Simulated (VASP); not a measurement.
# In2S (P-6m2) in VASP: further runs

In2S is run at these levels: PBE; tasks: single point.

All numbers are computed with VASP 6.6.1; they aren't measurements. Logs are shortened: lines on timing, memory, paths and dates and some standing lists are left out, and cuts for length are marked.

### Step 1. The cell of the first run

The structure is hexagonal, space group P-6m2 (No. 187). Conventional cell: a = 4.609 Å, b = 4.609 Å, c = 5.906 Å, α = 90.00°, β = 90.00°, γ = 120.00°. Within 4.0 Å of In (site symmetry -6m2) lie 2 In at 2.95 Å and 6 S at 3.97 Å. Within 3.5 Å of In (site symmetry -6m2) lie 3 S at 2.66 Å and 2 In at 2.95 Å. Within 3.5 Å of S (site symmetry -6m2) lie 3 In at 2.66 Å.

The cell was built from a structure type or drawn by symmetry, and may not be a known phase.

### Step 2. Single point, PBE

Contents of INCAR:

```
SYSTEM = In2S
ALGO     = Normal         ! electronic algorithm
EDIFF    = 1E-6           ! SCF threshold, eV
ENCUT    = 500            ! plane-wave cutoff, eV
GGA      = PE             ! functional
GGA_COMPAT= .FALSE.      
ISIF     = 2              ! what is computed and relaxed
ISMEAR   = 0              ! smearing method
LASPH    = .TRUE.         ! aspherical terms in the spheres
LCHARG   = .FALSE.        ! write CHGCAR
LREAL    = .FALSE.        ! projectors in reciprocal space
LWAVE    = .FALSE.        ! write WAVECAR
NBANDS   = 23             ! bands
NELM     = 120            ! most SCF steps
PREC     = Accurate       ! precision mode
SIGMA    = 0.15           ! smearing width, eV
```

Contents of KPOINTS:

```
k-points
0
G
  4 4 3
  0 0 0
```

Contents of POSCAR:

```
In2S
1.0
    4.6087369491      0.0000000033      0.0000000000
   -2.3043684774      3.9912832756      0.0000000000
    0.0000000000      0.0000000000      5.9056395077
In S
2 1
Direct
    0.0000000000      0.0000000000      0.0000000000
    0.0000000000      0.0000000000      0.5000000000
    0.6666666667      0.3333333333      0.5000000000
```

Potentials or basis: VASP PAW PBE potentials, release 64 (In_d, S).

Started as:

```
> cat potpaw_PBE.64/In_d/POTCAR potpaw_PBE.64/S/POTCAR > POTCAR
> mpirun -np 1 vasp_std > vasp.out
```

OUTCAR:

```text
SYSTEM = In2S
   EDIFF = 1E-6
   ENCUT = 500
   GGA = PE
   ISIF = 2
   ISMEAR = 0
   LASPH = .TRUE.
   LREAL = .FALSE.
   NELM = 120
   PREC = Accurate

 ion  position               nearest neighbor table
   1  0.000  0.000  0.000-   2 2.95   2 2.95
   2  0.000  0.000  0.500-   3 2.66   3 2.66   3 2.66   1 2.95   1 2.95
   3  0.667  0.333  0.500-   2 2.66   2 2.66   2 2.66

  LATTYP: Found a hexagonal cell.
 ALAT       =     4.6087369491
 C/A-ratio  =     1.2814008638

  Lattice vectors:

 A1 = (   4.6087369491,   0.0000000033,   0.0000000000)
 A2 = (  -2.3043684774,   3.9912832756,   0.0000000000)
 A3 = (   0.0000000000,   0.0000000000,   5.9056395077)

Analysis of symmetry for initial positions (statically):
=====================================================================
 Subroutine PRICEL returns:
 Original cell was already a primitive cell.

 Routine SETGRP: Setting up the symmetry group for a
 hexagonal supercell.

 Subroutine GETGRP returns: Found 12 space group operations
 (whereof 12 operations were pure point group operations)
 out of a pool of 24 trial point group operations.

The static configuration has the point symmetry D_3h.

Analysis of symmetry for dynamics (positions and initial velocities):
=====================================================================
 Subroutine PRICEL returns:
 Original cell was already a primitive cell.

 Routine SETGRP: Setting up the symmetry group for a
 hexagonal supercell.

 Subroutine GETGRP returns: Found 12 space group operations
 (whereof 12 operations were pure point group operations)
 out of a pool of 24 trial point group operations.

The dynamic configuration has the point symmetry D_3h.

 Subroutine INISYM returns: Found 12 space group operations
 (whereof 12 operations are pure point group operations),
 and found     1 'primitive' translations

----------------------------------------------------------------------------------------

                                     Primitive cell

  volume of cell :     108.6329

  direct lattice vectors                    reciprocal lattice vectors
     4.608736949  0.000000003  0.000000000     0.216979188  0.125272993  0.000000000
    -2.304368477  3.991283276  0.000000000    -0.000000000  0.250545985  0.000000000
[... 65 lines left out ...]
   LNONCOLLINEAR =      F non collinear calculations
   LSORBIT =      F    spin-orbit coupling
   LASPH  =      T    aspherical Exc in radial PAW
   ENCUT  =  500.0 eV  36.75 Ry    6.06 a.u.   8.40  8.40 10.77*2*pi/ulx,y,z
   NELM   =    120;   NELMIN=  2; NELMDL= -5     # of ELM steps
   EDIFF  = 0.1E-05   stopping-criterion for ELM
   LREAL  =      F    real-space projection
   EDIFFG = 0.1E-04   stopping-criterion for IOM
   NSW    =      0    number of steps for IOM
   IBRION =     -1    ionic relax: 0-MD 1-quasi-New 2-CG
   NFREE  =      0    steps in history (QN), initial steepest desc. (CG)
   ISIF   =      2    stress and relaxation
   ISYM   =      2    0-nonsym 1-usesym 2-fastsym
   POTIM  = 0.5000    time-step for ionic-motion
   TEBEG  =    0.0;   TEEND  =   0.0 temperature during run
   PSTRESS=    0.0 pullay stress
   NELECT =      32.0000    total number of electrons
   NUPDOWN=      -1.0000    fix difference up-down
   EMIN   =  10.00;   EMAX   =-10.00  energy-range for DOS
   EFERMI =   0.00;   METHOD = LEGACY
   ISMEAR =     0;   SIGMA  =   0.15  broadening in eV -4-tet -1-fermi 0-gaus
   EFERMI_NEDOS =   21; number of points for ismear=-14 and -15
   IALGO  =     38    algorithm
   IMIX   =      4    mixing-type and parameters
     AMIX     =   0.40;   BMIX     =  1.00
     AMIX_MAG =   1.60;   BMIX_MAG =  1.00
  volume/ion in A,a.u.               =      36.21       244.36
  Fermi-wavevector in a.u.,A,eV,Ry     =   1.089275  2.058432 16.143596  1.186521
  Thomas-Fermi vector in A             =   2.225475
   LORBIT       =      0    0 simple, 1 ext, 2 COOP (PROOUT), +10 PAW based schemes
   GGA     = PE    functional components
   LHFCALC =     F    Hartree Fock is set to
   AEXX    =    0.0000 exact exchange contribution
   IVDW    =     0    specifies the selected vdW correction
   LEPSILON=     F    determine dielectric tensor
   LRPA    =     F    only Hartree local field effects (RPA)
 non-spin polarized calculation
 Gauss-broadening in eV      SIGMA  =   0.15
  energy-cutoff  :      500.00
  volume of cell :      108.63
 maximum number of plane-waves:      2800
 NGX is ok and might be reduce to    36
   NGX = 17   NGY = 17   NGZ = 21

 number of electron      32.0000009 magnetization

 Free energy of the ion-electron system (eV)
  ---------------------------------------------------
  ext. energy  EPLUGINS =         0.00000000
  ---------------------------------------------------
  free energy    TOTEN  =        -8.96079472 eV

  energy without entropy =       -8.92884007  energy(sigma->0) =       -8.94481740

 E-fermi :   3.4638     XC(G=0):  -7.9342

 val. band max:        3.4119824160   @ k =   0.2500   0.2500   0.3333
 cond. band min:       3.5825560505   @ k =   0.2500   0.0000   0.0000
 fundamental gap:      0.1705736344
 Fermi energy:         3.4638308305

 k-point     1 :       0.0000    0.0000    0.0000
  band No.  band energies     occupation
      1     -11.7817      2.00000
      2     -11.7127      2.00000
      3     -11.7127      2.00000
      4     -11.6058      2.00000
      5     -11.6058      2.00000
      6     -10.9870      2.00000
[... 197 lines left out ...]
     22      10.1302      0.00000
     23      10.4803      0.00000

------------------------ aborting loop because EDIFF is reached ----------------------------------------

  FORCE on cell =-STRESS in cart. coord.  units (eV):
  Direction    XX          YY          ZZ          XY          YZ          ZX
  --------------------------------------------------------------------------------------
  -------------------------------------------------------------------------------------
  Total        0.2031826      0.2031826      0.1800984      0.0000000     -0.0000000      0.0000000
  in kB        2.9966484      2.9966484      2.6561897      0.0000000     -0.0000000      0.0000000
  external PRESSURE =       2.8831621 kB  Pullay stress =       0.0000000 kB

 VOLUME and BASIS-vectors are now :
 -----------------------------------------------------------------------------
  energy-cutoff  :      500.00
  volume of cell :      108.63
      direct lattice vectors                 reciprocal lattice vectors
     4.608736949  0.000000003  0.000000000     0.216979188  0.125272993  0.000000000
    -2.304368477  3.991283276  0.000000000    -0.000000000  0.250545985  0.000000000
     0.000000000  0.000000000  5.905639508     0.000000000  0.000000000  0.169329672

 POSITION                                       TOTAL-FORCE (eV/Angst)
 -----------------------------------------------------------------------------------
      0.00000      0.00000      0.00000         0.000000     -0.000000      0.000000
      0.00000      0.00000      2.95282         0.000000      0.000000      0.000000
      2.30437      1.33043      2.95282        -0.000000      0.000000      0.000000
 -----------------------------------------------------------------------------------
    total drift:                               -0.000000      0.000000      0.000000

  FREE ENERGIE OF THE ION-ELECTRON SYSTEM (eV)
  ---------------------------------------------------
  free  energy   TOTEN  =        -8.9607947241 eV

  energy  without entropy=       -8.9288400669  energy(sigma->0) =       -8.94481740
```

Run time: 22 s. Hardware: 1 thread of Intel Xeon Platinum 8488C (Sapphire Rapids), shared host; peak memory 0.23 GiB.

What came out:

| Quantity | Value |
| --- | --- |
| Free energy | -8.9608 eV |
| Pressure | 0.3 GPa |
| Band gap on the k mesh | zero (bands 16 and 17 overlap by 0.64 eV) |

Caveat: the k points lie up to 0.39 Å⁻¹ apart, too coarse for converged energies and pressures of a metal; spin-orbit coupling is left out, which moves the levels of the heavy elements.

### Step 3. Single point, PBE

This run uses another cell than the first one, of 34.91 Å³/atom.

Contents of INCAR:

```
PREC = Accurate
ENCUT = 500
EDIFF = 1E-6
ISMEAR = 0
SIGMA = 0.15
LREAL = False
LASPH = True
NELM = 120
ALGO = Normal
ISIF = 2
LWAVE = False
LCHARG = False
GGA = PE
NBANDS = 23
GGA_COMPAT = False
```

Contents of KPOINTS:

```
Automatic mesh
0
Gamma
  5 5 2
```

Contents of POSCAR:

```
In2S
1.0
    3.8000485038      0.0000000000      0.0000000000
   -1.9000242519      3.2909385399      0.0000000000
    0.0000000000      0.0000000000      8.3735121045
In S
2 1
Direct
    0.0000000000      0.0000000000      0.2170575192
    0.0000000000      0.0000000000      0.7829424808
    0.6666666667      0.3333333333      0.0000000000
```

Potentials or basis: VASP PAW PBE potentials, release 64 (In_d, S).

Started as:

```
> cat potpaw_PBE.64/In_d/POTCAR potpaw_PBE.64/S/POTCAR > POTCAR
> mpirun -np 1 vasp_std > vasp.out
```

Run time: 26 s. Hardware: 1 thread of Intel Xeon Platinum 8488C (Sapphire Rapids), shared host; peak memory 0.21 GiB.

The run converged. Its results:

```
Free energy            : -9.9529 eV
Pressure               : 0.3 GPa
Largest force          : 0.040 eV/Å
Band gap on the k mesh : 1.22 eV
```

Forces in eV/Å, atoms in the order of the input:
```
In   0.000  0.000  0.040
In   0.000  0.000 -0.040
S    0.000  0.000  0.000
```

Stress tensor (GPa, compression positive):
```
0.24 0.00 0.00
0.00 0.24 0.00
0.00 0.00 0.33
```

Levels at points of the mesh, in eV from the valence-band top:
```csv
k point,band 13,band 14,band 15,band 16,band 17,band 18,band 19,band 20
"(0.00, 0.00, 0.00)",-4.27,-1.08,-1.08,-0.37,1.39,5.58,5.99,5.99
"(0.00, 0.00, 0.50)",-3.90,-1.22,-1.08,-1.08,2.49,4.21,6.05,6.05
```

Caveat: spin-orbit coupling is left out, which moves the levels of the heavy elements; an odd mesh through Γ misses points on the zone boundary, where band edges can lie.
